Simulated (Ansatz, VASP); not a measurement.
Cl: VASP beside Ansatz

```
CELL_PARAMETERS angstrom
4.14288 0.00000 0.00000
0.00000 2.89595 0.00000
0.00000 0.00000 9.47090
ATOMIC_POSITIONS crystal
Cl 0.04895 0.25000 0.89324
Cl 0.45105 0.75000 0.39324
Cl 0.54895 0.25000 0.60676
Cl 0.95105 0.75000 0.10676
```

Alike in both runs: functional PBE; k mesh 12 × 16 × 6; occupations gaussian, width 0.1 eV; no spin polarisation.

Ansatz relaxed the structure, and its values are those at the end. VASP's run is a single point on that final structure, the one shown.

|  | VASP | Ansatz |
| --- | --- | --- |
| version | VASP 6.6.1 | Ansatz 0.2.0 |
| potentials or method | VASP PAW PBE potentials, release 64 (Cl), cutoff 520 eV | scalar-relativistic, plane waves, PAW |
| valence electrons in the cell | 28 | 28 |

|  | VASP | Ansatz | Ansatz less VASP |
| --- | --- | --- | --- |
| gap on the k mesh at the Fermi level (eV) | none | none | - |
| pressure (GPa) | -0.1 | 0.0 | +0.11 |
| rms of the force components (eV/Å) | 0.011 | 0.000 | -0.0103 |

A gap of «none» marks a metal or a gap that the smearing closes.
